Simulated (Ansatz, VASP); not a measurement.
**Pb in VASP and in Ansatz**

```
Pb
1.0
     0.00000    2.46744    2.46744
     2.46744    0.00000    2.46744
     2.46744    2.46744    0.00000
Pb
1
Direct
  0.00000 0.00000 0.00000
```

Alike in both runs: functional PBEsol; k mesh 16 × 16 × 16; occupations fermi-dirac, width 0.15 eV; no spin polarisation.

Ansatz relaxed the structure, and its values are those at the end. VASP's run is a single point on that final structure, the one shown.

|  | VASP | Ansatz |
| --- | --- | --- |
| version | VASP 6.6.1 | Ansatz 0.2.0 |
| potentials or method | VASP PAW PBE potentials, release 64 (Pb_d), cutoff 520 eV | scalar-relativistic, plane waves, PAW |
| valence electrons in the cell | 14 | 14 |

```csv
,VASP,Ansatz,Ansatz less VASP
gap on the k mesh at the Fermi level (eV),none,none,-
pressure (GPa),-0.1,0.0,+0.09
```

VASP's potentials were made for PBE, not for PBEsol. A gap of «none» marks a metal or a gap that the smearing closes. With one functional, cell and mesh, what is left measures potentials, basis and numerics.

Neither program's run includes spin-orbit coupling.
